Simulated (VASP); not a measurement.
**TiAl: single point with PBEsol**

Crystal: TiAl.

```
Ti Al
1.0
     2.84755    0.00000    0.00000
    -1.42377    2.46605    0.00000
     0.00000    0.00000    4.06490
Ti Al
1 1
Direct
  0.00000 0.00000 0.00000
  0.33333 0.66667 0.50000
```

| Quantity | Value |
| --- | --- |
| Program | VASP 6.6.1 |
| Task | single point |
| Functional | PBEsol |
| Potentials or basis | VASP PAW PBE potentials, release 64 (Ti_sv, Al) |
| Cutoff | 520 eV |
| k mesh | 18 × 18 × 10 |
| Occupations | gaussian, width 0.15 eV |
| Spin | no spin polarisation |

```json
{
  "Pressure": "22.2 GPa"
}
```

Stress tensor (GPa, compression positive):
```
14.24  0.00  0.00
 0.00 14.24  0.00
 0.00  0.00 38.19
```

Levels at points of the mesh, in eV from the Fermi level:
| k point | band 6 | band 7 | band 8 | band 9 | band 10 | band 11 |
| --- | --- | --- | --- | --- | --- | --- |
| (0.00, 0.00, 0.00) | -2.08 | -0.47 | 1.31 | 1.31 | 2.83 | 2.83 |
| (0.50, 0.00, 0.00) | -3.12 | -1.65 | -1.09 | 2.05 | 4.26 | 5.15 |
| (0.00, 0.00, 0.50) | -5.31 | 0.28 | 1.35 | 1.35 | 2.58 | 2.58 |
| (0.50, 0.00, 0.50) | -2.25 | -2.06 | 0.66 | 1.42 | 1.56 | 4.27 |

Run time: 2 min on 1 thread of Intel(R) Xeon(R) Platinum 8488C (Sapphire Rapids), on a shared host, peak memory 0.22 GiB.

Caveat: the PAW data sets were made with another functional, which shifts forces and pressure a little.
